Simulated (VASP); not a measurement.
W3O, 4 atoms in the cell. The cell holds a slab with vacuum, 4 atoms: a = 2.757 Å, b = 2.757 Å, c = 19.856 Å, α = 90.00°, β = 90.00°, γ = 109.47°. 

```yaml
Program: VASP 6.6.1
Task: relaxation of the atoms
Functional: PBE
Potentials_or_basis: VASP PAW PBE potentials, release 64 (W_sv, O)
Cutoff: 520 eV
k_mesh: 10 × 10 × 1
Occupations: gaussian, width 0.1 eV
Spin: no spin polarisation
Dipole_correction: yes
Atoms_held_fixed_from_0: "[0, 1, 2]"
Further_INCAR_settings: ALGO = Normal; EDIFF = 1e-06; IBRION = 2; EDIFFG = -0.025; NSW = 36
Atoms_held_along_some_axes_from_0: atom 3 along a and b
```

Potentials or basis: VASP PAW PBE potentials, release 64 (W_sv, O).

The run is started by

```console
$ cat potpaw_PBE.64/W_sv/POTCAR potpaw_PBE.64/O/POTCAR > POTCAR
$ mpirun -np 1 vasp_std > vasp.out
```

Hardware: 1 thread of AMD EPYC 9R45 96-Core Processor (Zen 5), on a shared host.

Problem. How long does it take, and how much memory?

Solution. Run time: 5.8 min on 1 thread of AMD EPYC 9R45 96-Core Processor (Zen 5), on a shared host, peak memory 0.32 GiB. Counts: scf iterations 64, k points 31, ion steps 3.
